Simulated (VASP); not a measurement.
# CdSe (F-43m) in VASP: dielectric tensor with PBEsol

Aim: the dielectric tensor of CdSe with PBEsol.

Everything below comes from runs of VASP 6.6.1. Logs are shortened: lines on timing, memory, paths and dates and some standing lists are left out, and cuts for length are marked.

## Step 1: The cell of the first run

Symmetry: F-43m, No. 216, cubic system. The conventional cell has a = 6.141 Å, b = 6.141 Å, c = 6.141 Å, α = 90.00°, β = 90.00°, γ = 90.00°. Within 3.5 Å of Cd (site symmetry -43m) lie 4 Se at 2.66 Å. Within 3.5 Å of Se (site symmetry -43m) lie 4 Cd at 2.66 Å.

## Step 2: Dielectric tensor, PBEsol

File INCAR:

```
PREC     = Accurate       # precision mode
ENCUT    = 520            # plane-wave cutoff, eV
EDIFF    = 1E-8           # SCF threshold, eV
ISMEAR   = 0              # smearing method
SIGMA    = 0.01           # smearing width, eV
LREAL    = False          # projectors in reciprocal space
LASPH    = True           # aspherical terms in the spheres
NELM     = 100            # most SCF steps
ALGO     = Normal         # electronic algorithm
ISIF     = 2              # what is computed and relaxed
LWAVE    = False          # write WAVECAR
LCHARG   = False          # write CHGCAR
GGA      = PS             # functional
LEPSILON = True           # dielectric tensor by DFPT
```

File KPOINTS:

```
regular mesh
0
Gamma
  6 6 6
```

File POSCAR:

```
CdSe
1.0
    0.0000000000      3.0702710000      3.0702710000
    3.0702710000      0.0000000000      3.0702710000
    3.0702710000      3.0702710000      0.0000000000
Cd Se
1 1
Direct
    0.0000000000      0.0000000000      0.0000000000
    0.7500000000      0.7500000000      0.7500000000
```

Potentials or basis: VASP PAW PBE potentials, release 64 (Cd, Se).

Command:

```sh
$ cat potpaw_PBE.64/Cd/POTCAR potpaw_PBE.64/Se/POTCAR > POTCAR
$ mpirun -np 1 vasp_std > vasp.out
```

OUTCAR:

```text
PREC = Accurate
   ENCUT = 520
   EDIFF = 1E-8
   ISMEAR = 0
   LREAL = False
   LASPH = True
   NELM = 100
   ISIF = 2
   GGA = PS
   LEPSILON = True

 ion  position               nearest neighbor table
   1  0.000  0.000  0.000-   2 2.66   2 2.66   2 2.66   2 2.66
   2  0.750  0.750  0.750-   1 2.66   1 2.66   1 2.66   1 2.66

  LATTYP: Found a face centered cubic cell.
 ALAT       =     6.1405420000

  Lattice vectors:

 A1 = (   0.0000000000,   3.0702710000,   3.0702710000)
 A2 = (   3.0702710000,   0.0000000000,   3.0702710000)
 A3 = (   3.0702710000,   3.0702710000,   0.0000000000)

Analysis of symmetry for initial positions (statically):
=====================================================================
 Subroutine PRICEL returns:
 Original cell was already a primitive cell.

 Routine SETGRP: Setting up the symmetry group for a
 face centered cubic supercell.

 Subroutine GETGRP returns: Found 24 space group operations
 (whereof 24 operations were pure point group operations)
 out of a pool of 48 trial point group operations.

The static configuration has the point symmetry T_d .

Analysis of symmetry for dynamics (positions and initial velocities):
=====================================================================
 Subroutine PRICEL returns:
 Original cell was already a primitive cell.

 Routine SETGRP: Setting up the symmetry group for a
 face centered cubic supercell.

 Subroutine GETGRP returns: Found 24 space group operations
 (whereof 24 operations were pure point group operations)
 out of a pool of 48 trial point group operations.

The dynamic configuration has the point symmetry T_d .

 Subroutine INISYM returns: Found 24 space group operations
 (whereof 24 operations are pure point group operations),
 and found     1 'primitive' translations

----------------------------------------------------------------------------------------

                                     Primitive cell

  volume of cell :      57.8842

  direct lattice vectors                    reciprocal lattice vectors
     0.000000000  3.070271000  3.070271000    -0.162852074  0.162852074  0.162852074
[... 397 lines left out ...]
     3.070271000  3.070271000  0.000000000     0.162852074  0.162852074 -0.162852074

 POSITION                                       TOTAL-FORCE (eV/Angst)
 -----------------------------------------------------------------------------------
      0.00000      0.00000      0.00000         0.000000     -0.000000     -0.000000
      4.60541      4.60541      4.60541        -0.000000      0.000000      0.000000
 -----------------------------------------------------------------------------------
    total drift:                                0.000000      0.000000      0.000000

  FREE ENERGIE OF THE ION-ELECTRON SYSTEM (eV)
  ---------------------------------------------------
  free  energy   TOTEN  =        -6.1684893583 eV

  energy  without entropy=       -6.1684893583  energy(sigma->0) =       -6.16848936

 HEAD OF MICROSCOPIC STATIC DIELECTRIC TENSOR (INDEPENDENT PARTICLE, excluding Hartree and local field effects)
 ------------------------------------------------------
          35.094253    -0.000000     0.000000
           0.000000    35.094253     0.000000
          -0.000000     0.000000    35.094253
 ------------------------------------------------------

 Free energy of the ion-electron system (eV)
  ---------------------------------------------------
  ---------------------------------------------------
  free energy    TOTEN  =        -5.57352953 eV

  energy without entropy =       -5.57352953

------------------------ aborting loop because EDIFF is reached ----------------------------------------

--------------------------------------- Ionic step        2  -------------------------------------------

------------------------ aborting loop because EDIFF is reached ----------------------------------------

--------------------------------------- Ionic step        3  -------------------------------------------

 Free energy of the ion-electron system (eV)
  ---------------------------------------------------
  ---------------------------------------------------
  free energy    TOTEN  =        -5.57352849 eV

  energy without entropy =       -5.57352849

------------------------ aborting loop because EDIFF is reached ----------------------------------------

 PIEZOELECTRIC TENSOR FIELD DIRECTION 3  (e Angst)
 -----------------------------------------------------------------------------
    -0.00118  3.73581  0.00000           (  0.00000 -0.05831  0.00000)
     3.73581 -0.00118  0.00000           ( -0.05831  0.00000  0.00000)
     0.00000  0.00000  0.00061           (  0.00000  0.00000 -0.00000)

 PIEZOELECTRIC TENSOR FIELD DIRECTION 3  (C/m^2)
 -----------------------------------------------------------------------------
    -0.00033  1.03404  0.00000
     1.03404 -0.00033  0.00000
     0.00000  0.00000  0.00017

 MACROSCOPIC STATIC DIELECTRIC TENSOR (including local field effects in DFT)
 ------------------------------------------------------
          34.808290     0.000000    -0.000000
          -0.000000    34.808290     0.000000
          -0.000000    -0.000000    34.808290
 ------------------------------------------------------

 PIEZOELECTRIC TENSOR (including local field effects)  for field in x, y, z        (e  Angst)
          XX          YY          ZZ          XY          YZ          ZX
  --------------------------------------------------------------------------------
  x     0.00000    -0.00000    -0.00000     0.00000     3.76040     0.00000
  y     0.00000     0.00000     0.00000     0.00000     0.00000     3.76040
  z    -0.00000     0.00000     0.00000     3.76040     0.00000     0.00000

 PIEZOELECTRIC TENSOR (including local field effects)  for field in x, y, z        (C/m^2)
          XX          YY          ZZ          XY          YZ          ZX
  --------------------------------------------------------------------------------
  x     0.00000    -0.00000    -0.00000     0.00000     1.04084     0.00000
  y     0.00000     0.00000     0.00000     0.00000     0.00000     1.04084
  z    -0.00000     0.00000     0.00000     1.04084     0.00000     0.00000

 BORN EFFECTIVE CHARGES (including local field effects) (in |e|, cummulative output)
 ---------------------------------------------------------------------------------
 ion    1
    1     2.79071     0.00000     0.00000
    2     0.00000     2.79071     0.00000
    3     0.00000    -0.00000     2.79071
 ion    2
    1    -2.79071     0.00000     0.00000
    2     0.00000    -2.79071     0.00000
    3    -0.00000     0.00000    -2.79071
```

stdout:

```text
POSCAR found type information on POSCAR CdSe
 POSCAR found :  2 types and       2 ions
 scaLAPACK will be used
 -----------------------------------------------------------------------------
|                                                                             |
[... 28 lines left out ...]
 dielectric tensor                  component  3 :     1.372    -1.553    32.674
 Linear response to external field, progress :
  Direction:   1
 dielectric tensor                  component  1 :    34.808     2.189     0.615
 Linear response to external field, progress :
  Direction:   2
 dielectric tensor                  component  2 :     2.190    34.808     0.541
 Linear response to external field, progress :
  Direction:   3
 dielectric tensor                  component  3 :     1.709     1.095    34.808
 Born effective charges drift removed
```

It took 6.1 min on 1 thread of AMD EPYC 7R13, shared host; peak memory 0.23 GiB.

Results:

```yaml
Band_gap_on_the_k_mesh: 0.42 eV, direct
Electronic_dielectric_tensor_diagonal: 34.81
Born_charges_mean_of_the_diagonal: Cd +2.79; Se -2.79 e
```

Electronic dielectric tensor:
```
34.81  0.00  0.00
 0.00 34.81  0.00
 0.00  0.00 34.81
```

Born effective charge tensors (e):
atom 1, Cd
```
2.79 0.00 0.00
0.00 2.79 0.00
0.00 0.00 2.79
```
atom 2, Se
```
-2.79  0.00  0.00
 0.00 -2.79  0.00
 0.00  0.00 -2.79
```

Caveat: the gap is small at this level, which inflates the dielectric constant. PBEsol gaps usually lie below the measured ones, often by a third to a half.
